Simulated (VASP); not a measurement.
Ho3PRu:

```
Ho P Ru
1.0
     5.23425    0.00000    0.00000
     0.00000    5.23425    0.00000
     0.00000    0.00000    5.23425
Ho P Ru
3 1 1
Direct
  0.00000 0.50000 0.50000
  0.50000 0.00000 0.50000
  0.50000 0.50000 0.00000
  0.50000 0.50000 0.50000
  0.00000 0.00000 0.00000
```

The cell was built from a structure type or drawn by symmetry, and may not be a known phase.

| Item | Value |
| --- | --- |
| Program | VASP 6.6.1 |
| Task | relaxation of cell and atoms |
| Functional | PBE |
| Potentials or basis | VASP PAW PBE potentials, release 64 (Ho_3, P, Ru_pv), 4f in core |
| Cutoff | 500 eV |
| k mesh | 4 × 4 × 4 |
| Occupations | gaussian, width 0.1 eV |
| Spin | no spin polarisation |

At the start: pressure -4.0 GPa; volume 28.68 Å³/atom.

Question: Where does the relaxation end?

Answer: Over 3 steps the energy falls by 23.2 meV/atom and the volume is 26.90 Å³/atom (-6.2 %); space group Pm-3m (No. 221, to 0.1 Å) before and after.

The path:
```csv
step,energy change (eV),largest force (eV/Å),pressure (GPa),volume (Å³)
1,0.0000,0.0000,-3.97,143.40
2,-0.0673,0.0000,3.05,129.16
3,-0.1161,0.0000,-0.03,134.51
```

Final structure:
```xyz
5
Lattice="5.1237 0.0000 0.0000 0.0000 5.1237 0.0000 0.0000 0.0000 5.1237" Properties=species:S:1:pos:R:3 pbc="T T T"
Ho    0.0000    2.5618    2.5618
Ho    2.5618    0.0000    2.5618
Ho    2.5618    2.5618    0.0000
P     2.5618    2.5618    2.5618
Ru    0.0000    0.0000    0.0000
```
